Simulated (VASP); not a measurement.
Input of a VASP 6.6.1 run:

INCAR

```
PREC = Accurate ; ENCUT = 520
EDIFF = 1E-6 ; ISMEAR = -1
SIGMA = 0.05 ; LREAL = F
LASPH = T ; NELM = 120
ALGO = Normal ; ISIF = 2
LWAVE = F ; LCHARG = F
GGA = PE ; NBANDS = 61
GGA_COMPAT = F
```

Contents of KPOINTS:

```
regular mesh
0
Gamma
  1 1 1
```

File POSCAR:

```
H18CO10
1.0
    6.7028460000     -0.0858160000     -0.1268430000
   -0.0858160000      6.6422780000     -0.0329810000
   -0.1268430000     -0.0329810000      6.7387640000
O H C
10 18 1
Direct
    0.7850557596      0.6908960307      0.2744962236
    0.0757588645      0.4343598645      0.6348397279
    0.7808057879      0.0831353629      0.0243340820
    0.0961861427      0.8141225853      0.8936729519
    0.6732299877      0.4636339628      0.9008752381
    0.0727689852      0.2311107905      0.2958483932
    0.5927253181      0.3645538826      0.4427676068
    0.2652415415      0.4535875277     -0.0153880143
    0.4345339805      0.8947001968      0.2352101514
    0.3833993722      0.7552224612      0.5365434253
    0.7774066429      0.6137559419      0.1432237240
    0.8066007435      0.6049646285      0.3918617712
    0.1724583424      0.5357557996      0.6045685671
    0.0641511651      0.3468859859      0.5126574804
    0.8892916270      0.0207603770     -0.0551606918
    0.7386347001      0.2002497916     -0.0506925187
    0.2173792301      0.8420214050      0.8151856545
    0.0368240200      0.7017209096      0.8176001306
    0.5333293566      0.4619807380      0.9380037173
    0.6825598735      0.4844856506      0.7553991746
    0.1675826838      0.2919271342      0.2146661820
   -0.0533543499      0.2109334453      0.2079148595
    0.5906559898      0.4455175842      0.3172709703
    0.5988409949      0.2235163687      0.3962196304
    0.2235365571      0.5988150772     -0.0177920509
    0.1906150398      0.3977117793     -0.1408574160
    0.5663501931      0.8317602934      0.2450256225
    0.1715914273      0.9189935285      0.3846216453
    0.3248564406      0.8474935087      0.3944576407
```

Potentials or basis: VASP PAW PBE potentials, release 64 (O, H, C).

Launch:

```bash
$ cat potpaw_PBE.64/O/POTCAR potpaw_PBE.64/H/POTCAR potpaw_PBE.64/C/POTCAR > POTCAR
$ mpirun -np 1 vasp_gam > vasp.out
```

Problem. Estimate the pressure.

Solution. -0.3 GPa.

Problem. What does it give for the largest force?

Solution. 3.109 eV/Å.

Stress tensor (GPa, compression positive):
```
 0.10  0.32  0.45
 0.32  0.73 -1.75
 0.45 -1.75 -1.66
```

Caveat: the k points lie up to 0.95 Å⁻¹ apart; the atoms stand as in a frame of molecular dynamics.
